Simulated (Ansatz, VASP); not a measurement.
**HfC: VASP beside Ansatz**

```xyz
2
Lattice="0.0000 2.5127 2.5127 2.5127 0.0000 2.5127 2.5127 2.5127 0.0000" Properties=species:S:1:pos:R:3 pbc="T T T"
Hf    0.0000    0.0000    0.0000
C     1.2563    1.2563    1.2563
```

Alike in both runs: task single point; functional r2SCAN; k mesh 12 × 12 × 12; occupations gaussian, width 0.05 eV; no spin polarisation; Hubbard terms Hf d U = 2.0 eV.

```csv
,VASP,Ansatz
version,VASP 6.6.1,Ansatz 0.2.0
potentials or method,"VASP PAW PBE potentials, release 64 (Hf_pv, C), cutoff 520 eV","scalar-relativistic, plane waves, PAW"
valence electrons in the cell,14,30
```

Ansatz gave:

* gap on the k mesh at the Fermi level (eV): 0.76
* pressure (GPa): 2.9

Q: Estimate VASP's values.

A: gap on the k mesh at the Fermi level (eV): 0.67; pressure (GPa): 4.8.

VASP's potentials were made for PBE, not for r2SCAN. The programs project onto different local orbitals, so the same U acts differently, and such runs can settle in different states. VASP's potentials hold 14 valence electrons a cell and Ansatz's 30, so a difference there can come from the potentials and not from the codes.

Neither program's run includes spin-orbit coupling.
